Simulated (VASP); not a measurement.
KTaO3:

```xyz
5
Lattice="3.9883 0.0000 0.0000 0.0000 3.9883 0.0000 0.0000 0.0000 3.9883" Properties=species:S:1:pos:R:3 pbc="T T T"
Ta    0.0000    0.0000    0.0000
K     1.9942    1.9942    1.9942
O     0.0000    0.0000    1.9942
O     0.0000    1.9942    0.0000
O     1.9942    0.0000    0.0000
```

Base run:

* Program: VASP 6.6.1
* Functional: PBE
* Potentials or basis: VASP PAW PBE potentials, release 64 (Ta_pv, K_sv, O)
* Cutoff: 520 eV
* k mesh: 12 × 12 × 12
* Occupations: fermi-dirac, width 0.05 eV
* Spin: no spin polarisation

Its results: band gap on the k mesh 2.18 eV (least direct gap 2.80 eV); pressure 6.1 GPa.

Question: The run is repeated on the same cell with these changes: functional from PBE to BLYP; k mesh from 12 × 12 × 12 to 7 × 7 × 7. What comes out?

Answer: Band gap on the k mesh 2.28 eV (least direct gap 2.84 eV); pressure 11.6 GPa.

Several settings changed at once.

Caveats: the cell stands under pressure; spin-orbit coupling is left out, which moves the levels of the heavy elements; the PAW data sets were made with another functional, which shifts forces and pressure a little (at least some runs); an odd mesh through Γ misses points on the zone boundary, where band edges can lie (at least some runs).
